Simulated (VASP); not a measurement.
# CaLu2Pd3C3 (P-62m) in VASP: relaxation of cell and atoms with PBE

Aim: the relaxation of cell and atoms of CaLu2Pd3C3 with PBE.

Everything below comes from runs of VASP 6.6.1. Logs are shortened: lines on timing, memory, paths and dates and some standing lists are left out, and cuts for length are marked.

## 1. The cell of the first run

It takes space group P-62m (No. 189, hexagonal). Conventional cell: a = 4.578 Å, b = 4.578 Å, c = 8.655 Å, α = 90.00°, β = 90.00°, γ = 120.00°. Ca (site symmetry -62m) has 2 Lu at 2.31 Å and 6 Pd at 2.64 Å within 3.0 Å. Within 2.7 Å of Lu (site symmetry 3m) lie 1 Pd at 2.02 Å and 1 Ca at 2.31 Å and 3 C at 2.42 Å. Pd (site symmetry -6) has 3 Ca at 2.64 Å and 3 Pd at 2.64 Å and 6 Lu at 3.51 Å within 3.6 Å. Pd (site symmetry -62m) has 3 C at 1.33 Å within 1.8 Å. Within 1.8 Å of C (site symmetry m2m) lie 1 Pd at 1.33 Å.

The cell was built from a structure type or drawn by symmetry, and may not be a known phase.

## 2. Relaxation of cell and atoms, PBE

Contents of INCAR:

```
SYSTEM = CaLu2Pd3C3
PREC = Accurate
ENCUT = 600
EDIFF = 1E-7
ISMEAR = 0
SIGMA = 0.2
LREAL = .FALSE.
LASPH = .TRUE.
NELM = 80
ALGO = Normal
ISIF = 3
LWAVE = .FALSE.
LCHARG = .FALSE.
GGA = PE
IBRION = 2
NSW = 36
EDIFFG = -0.08
```

Contents of KPOINTS:

```
Automatic mesh
0
G
  4 4 2
  0 0 0
```

Contents of POSCAR:

```
CaLu2Pd3C3
1.0
    4.5784844600      0.0000000000      0.0000000000
   -2.2892422300      3.9650838600      0.0000000000
    0.0000000000      0.0000000000      8.6548789000
Ca Lu Pd C
1 2 3 3
Direct
    0.0000000000      0.0000000000      0.0000000000
    0.0000000000      0.0000000000      0.7334820900
    0.0000000000      0.0000000000      0.2665179100
    0.3333333300      0.6666666700      0.0000000000
    0.6666666700      0.3333333300      0.0000000000
    0.0000000000      0.0000000000      0.5000000000
    0.2895078100      0.0000000000      0.5000000000
    0.0000000000      0.2895078100      0.5000000000
    0.7104921900      0.7104921900      0.5000000000
```

Potentials or basis: VASP PAW PBE potentials, release 64 (Ca_sv, Lu, Pd, C).

Launch:

```bash
cat potpaw_PBE.64/Ca_sv/POTCAR potpaw_PBE.64/Lu/POTCAR potpaw_PBE.64/Pd/POTCAR potpaw_PBE.64/C/POTCAR > POTCAR
mpirun -np 1 vasp_std > vasp.out
```

OUTCAR:

```text
SYSTEM = CaLu2Pd3C3
   PREC = Accurate
   ENCUT = 600
   EDIFF = 1E-7
   ISMEAR = 0
   LREAL = .FALSE.
   LASPH = .TRUE.
   NELM = 80
   ISIF = 3
   GGA = PE
   IBRION = 2
   NSW = 36
   EDIFFG = -0.08

 ion  position               nearest neighbor table
   1  0.000  0.000  0.000-   2 2.31   3 2.31   4 2.64   5 2.64   5 2.64   4 2.64   5 2.64   4 2.64

   2  0.000  0.000  0.733-   6 2.02   1 2.31   7 2.42   8 2.42   9 2.42   4 3.51   5 3.51   5 3.51
                             4 3.51   5 3.51   4 3.51
   3  0.000  0.000  0.267-   6 2.02   1 2.31   7 2.42   8 2.42   9 2.42   4 3.51   5 3.51   5 3.51
                             4 3.51   5 3.51   4 3.51
   4  0.333  0.667  0.000-   1 2.64   5 2.64   5 2.64   1 2.64   1 2.64   5 2.64   3 3.51   2 3.51
                             3 3.51   2 3.51   3 3.51   2 3.51
   5  0.667  0.333  0.000-   1 2.64   4 2.64   4 2.64   1 2.64   1 2.64   4 2.64   3 3.51   2 3.51
                             2 3.51   3 3.51   2 3.51   3 3.51
   6  0.000  0.000  0.500-   7 1.33   8 1.33   9 1.33   3 2.02   2 2.02
   7  0.290  0.000  0.500-   6 1.33   3 2.42   2 2.42
   8  0.000  0.290  0.500-   6 1.33   3 2.42   2 2.42
   9  0.710  0.710  0.500-   6 1.33   3 2.42   2 2.42

 -----------------------------------------------------------------------------
|                                                                             |
|           W    W    AA    RRRRR   N    N  II  N    N   GGGG   !!!           |
|           W    W   A  A   R    R  NN   N  II  NN   N  G    G  !!!           |
|           W    W  A    A  R    R  N N  N  II  N N  N  G       !!!           |
|           W WW W  AAAAAA  RRRRR   N  N N  II  N  N N  G  GGG   !            |
|           WW  WW  A    A  R   R   N   NN  II  N   NN  G    G                |
|           W    W  A    A  R    R  N    N  II  N    N   GGGG   !!!           |
|                                                                             |
|     The distance between some ions is very small. Please check the          |
|     nearest-neighbor list in the OUTCAR file.                               |
|     I HOPE YOU KNOW WHAT YOU ARE DOING!                                     |
|                                                                             |
 -----------------------------------------------------------------------------

  LATTYP: Found a hexagonal cell.
 ALAT       =     4.5784844600
 C/A-ratio  =     1.8903370702

  Lattice vectors:

 A1 = (   4.5784844600,   0.0000000000,   0.0000000000)
 A2 = (  -2.2892422300,   3.9650838600,   0.0000000000)
 A3 = (   0.0000000000,   0.0000000000,   8.6548789000)

Analysis of symmetry for initial positions (statically):
=====================================================================
 Subroutine PRICEL returns:
 Original cell was already a primitive cell.

 Routine SETGRP: Setting up the symmetry group for a
 hexagonal supercell.

 Subroutine GETGRP returns: Found 12 space group operations
 (whereof 12 operations were pure point group operations)
 out of a pool of 24 trial point group operations.

The static configuration has the point symmetry D_3h.

Analysis of symmetry for dynamics (positions and initial velocities):
=====================================================================
 Subroutine PRICEL returns:
 Original cell was already a primitive cell.

 Routine SETGRP: Setting up the symmetry group for a
 hexagonal supercell.

 Subroutine GETGRP returns: Found 12 space group operations
 (whereof 12 operations were pure point group operations)
 out of a pool of 24 trial point group operations.

The dynamic configuration has the point symmetry D_3h.

 Subroutine INISYM returns: Found 12 space group operations
 (whereof 12 operations are pure point group operations),
 and found     1 'primitive' translations

----------------------------------------------------------------------------------------

                                     Primitive cell

  volume of cell :     157.1213

  direct lattice vectors                    reciprocal lattice vectors
[... 65 lines left out ...]
  0.250000  0.250000  0.500000      6.000000
   k-points           NKPTS =      8   k-points in BZ     NKDIM =      8   number of bands    NBANDS=     61
   number of dos      NEDOS =    301   number of ions     NIONS =      9
   total plane-waves  NPLWV = 112000
   dimension x,y,z NGX =    40 NGY =   40 NGZ =   70
   dimension x,y,z NGXF=    80 NGYF=   80 NGZF=  140
   ions per type =               1   2   3   3
   NGX,Y,Z   is equivalent  to a cutoff of  14.52, 14.52, 13.45 a.u.
   NGXF,Y,Z  is equivalent  to a cutoff of  29.05, 29.05, 26.89 a.u.
 SYSTEM =  CaLu2Pd3C3
   PREC   = accura    normal or accurate (medium, high low for compatibility)
   ISTART =      0    job   : 0-new  1-cont  2-samecut
   ICHARG =      2    charge: 1-file 2-atom 10-const
   ISPIN  =      1    spin polarized calculation?
   LNONCOLLINEAR =      F non collinear calculations
   LSORBIT =      F    spin-orbit coupling
   LASPH  =      T    aspherical Exc in radial PAW
   ENCUT  =  600.0 eV  44.10 Ry    6.64 a.u.   9.14  9.14 17.29*2*pi/ulx,y,z
   NELM   =     80;   NELMIN=  2; NELMDL= -5     # of ELM steps
   EDIFF  = 0.1E-06   stopping-criterion for ELM
   LREAL  =      F    real-space projection
   EDIFFG = -.8E-01   stopping-criterion for IOM
   NSW    =     36    number of steps for IOM
   IBRION =      2    ionic relax: 0-MD 1-quasi-New 2-CG
   NFREE  =      1    steps in history (QN), initial steepest desc. (CG)
   ISIF   =      3    stress and relaxation
   ISYM   =      2    0-nonsym 1-usesym 2-fastsym
   POTIM  = 0.5000    time-step for ionic-motion
   TEBEG  =    0.0;   TEEND  =   0.0 temperature during run
   PSTRESS=    0.0 pullay stress
   NELECT =     102.0000    total number of electrons
   NUPDOWN=      -1.0000    fix difference up-down
   EMIN   =  10.00;   EMAX   =-10.00  energy-range for DOS
   EFERMI =   0.00;   METHOD = LEGACY
   ISMEAR =     0;   SIGMA  =   0.20  broadening in eV -4-tet -1-fermi 0-gaus
   EFERMI_NEDOS =   21; number of points for ismear=-14 and -15
   IALGO  =     38    algorithm
   IMIX   =      4    mixing-type and parameters
     AMIX     =   0.40;   BMIX     =  1.00
     AMIX_MAG =   1.60;   BMIX_MAG =  1.00
  volume/ion in A,a.u.               =      17.46       117.81
  Fermi-wavevector in a.u.,A,eV,Ry     =   1.417522  2.678728 27.339125  2.009369
  Thomas-Fermi vector in A             =   2.538743
   LORBIT       =      0    0 simple, 1 ext, 2 COOP (PROOUT), +10 PAW based schemes
   GGA     = PE    functional components
   LHFCALC =     F    Hartree Fock is set to
   AEXX    =    0.0000 exact exchange contribution
   IVDW    =     0    specifies the selected vdW correction
   LEPSILON=     F    determine dielectric tensor
   LRPA    =     F    only Hartree local field effects (RPA)
 conjugate gradient relaxation of ions
 non-spin polarized calculation
 Gauss-broadening in eV      SIGMA  =   0.20
  energy-cutoff  :      600.00
  volume of cell :      157.12
 maximum number of plane-waves:      5284
 NGX is ok and might be reduce to    40
   NGX = 19   NGY = 19   NGZ = 35

--------------------------------------- Ionic step        1  -------------------------------------------

 number of electron     102.0000013 magnetization

 Free energy of the ion-electron system (eV)
  ---------------------------------------------------
  ext. energy  EPLUGINS =         0.00000000
  ---------------------------------------------------
  free energy    TOTEN  =         4.30792246 eV

  energy without entropy =        4.46008119  energy(sigma->0) =        4.38400183

------------------------ aborting loop because EDIFF is reached ----------------------------------------

  FORCE on cell =-STRESS in cart. coord.  units (eV):
  Direction    XX          YY          ZZ          XY          YZ          ZX
  --------------------------------------------------------------------------------------
  -------------------------------------------------------------------------------------
  Total      112.2616454    112.2616458     99.4883100     -0.0000000     -0.0000000     -0.0000000
  in kB     1144.7400274   1144.7400313   1014.4894128     -0.0000000     -0.0000000     -0.0000000
  external PRESSURE =    1101.3231572 kB  Pullay stress =       0.0000000 kB
[... 30 lines left out ...]
--------------------------------------- Ionic step        2  -------------------------------------------

 number of electron     101.9999955 magnetization

------------------------ aborting loop EDIFF was not reached (unconverged)  ----------------------------

  FORCE on cell =-STRESS in cart. coord.  units (eV):
  Direction    XX          YY          ZZ          XY          YZ          ZX
  --------------------------------------------------------------------------------------
  -------------------------------------------------------------------------------------
  Total      696.2686601    696.2686642   1260.3850107      0.0000000      0.0000000      0.0000000
  in kB     1804.8307746   1804.8307855   3267.1033261      0.0000000      0.0000000      0.0000000
  external PRESSURE =    2292.2549620 kB  Pullay stress =       0.0000000 kB
[... 550 lines left out ...]
     60       2.8988      0.00000
     61       3.3654      0.00000

------------------------ aborting loop EDIFF was not reached (unconverged)  ----------------------------

  FORCE on cell =-STRESS in cart. coord.  units (eV):
  Direction    XX          YY          ZZ          XY          YZ          ZX
  --------------------------------------------------------------------------------------
  -------------------------------------------------------------------------------------
  Total     -242.0563656   -242.0563670  -2146.5231189      0.0000000      0.0000000     -0.0000000
  in kB     -670.4970017   -670.4970056  -5945.8767458      0.0000000      0.0000000     -0.0000000
  external PRESSURE =   -2428.9569177 kB  Pullay stress =       0.0000000 kB
[... 1065 lines left out ...]
     60       6.0676      0.00000
     61       6.1095      0.00000

[... ionic steps 4 to 13 ...]

--------------------------------------- Ionic step       14  -------------------------------------------

 number of electron     102.0000052 magnetization

------------------------ aborting loop because EDIFF is reached ----------------------------------------
[... 81 lines left out ...]
--------------------------------------- Ionic step       16  -------------------------------------------

 number of electron     101.9999995 magnetization

 Free energy of the ion-electron system (eV)
  ---------------------------------------------------
  ext. energy  EPLUGINS =         0.00000000
  ---------------------------------------------------
  free energy    TOTEN  =       -38.86113280 eV

  energy without entropy =      -38.73706546  energy(sigma->0) =      -38.79909913

 E-fermi :   3.5778     XC(G=0):  -9.8410

 val. band max:        3.5539233375   @ k =   0.2500   0.2500   0.0000
 cond. band min:       3.6590165681   @ k =   0.0000   0.0000   0.5000
 fundamental gap:      0.1050932306
 Fermi energy:         3.5778245631
[... 546 lines left out ...]
  FREE ENERGIE OF THE ION-ELECTRON SYSTEM (eV)
  ---------------------------------------------------
  free  energy   TOTEN  =       -38.8611327953 eV

  energy  without entropy=      -38.7370654633  energy(sigma->0) =      -38.79909913

 reached required accuracy - stopping structural energy minimisation
```

Run time: 90 min. Hardware: 1 thread of Intel Xeon Platinum 8259CL at 2.50GHz (Skylake/Cascade Lake), shared host; peak memory 0.42 GiB.

Results:

```
Free energy                           : -38.8611 eV
Relaxed volume                        : 22.19 Å³/atom
Relaxed cell                          : a = 4.533 Å, b = 4.533 Å, c = 11.223 Å, α = 90.00°, β = 90.00°, γ = 120.00°
Space group after relaxing (to 0.1 Å) : P6/mmm (No. 191)
Pressure after relaxing               : 0.4 GPa
Largest force after relaxing          : 0.073 eV/Å
Band gap on the k mesh                : zero (bands 51 and 52 overlap by 0.33 eV)
```

Forces in eV/Å, atoms in the order of the input:
```
Ca   0.000  0.000  0.000
Lu   0.000  0.000 -0.073
Lu   0.000  0.000  0.073
Pd   0.000  0.000  0.000
Pd   0.000  0.000  0.000
Pd   0.000  0.000  0.000
C   -0.029  0.000  0.000
C    0.014 -0.025  0.000
C    0.014  0.025  0.000
```

Stress tensor (GPa, compression positive):
```
0.49 0.00 0.00
0.00 0.49 0.00
0.00 0.00 0.10
```

Final structure:
```
Ca Lu Pd C
1.0
     4.53321    0.00000    0.00000
    -2.26661    3.92588    0.00000
     0.00000    0.00000   11.22297
Ca Lu Pd C
1 2 3 3
Direct
  0.00000 0.00000 0.00000
  0.00000 0.00000 0.72435
  0.00000 0.00000 0.27565
  0.33333 0.66667 0.00000
  0.66667 0.33333 0.00000
  0.00000 0.00000 0.50000
  0.50169 0.00000 0.50000
  0.00000 0.50169 0.50000
  0.49831 0.49831 0.50000
```

Caveat: the k points lie up to 0.40 Å⁻¹ apart in the final cell; the volume moved by over 15 % at a fixed basis, so the end points are rough; spin-orbit coupling is left out, which moves the levels of the heavy elements; the relaxation stopped at a loose force limit of 0.08 eV/Å, so its end isn't a converged minimum.
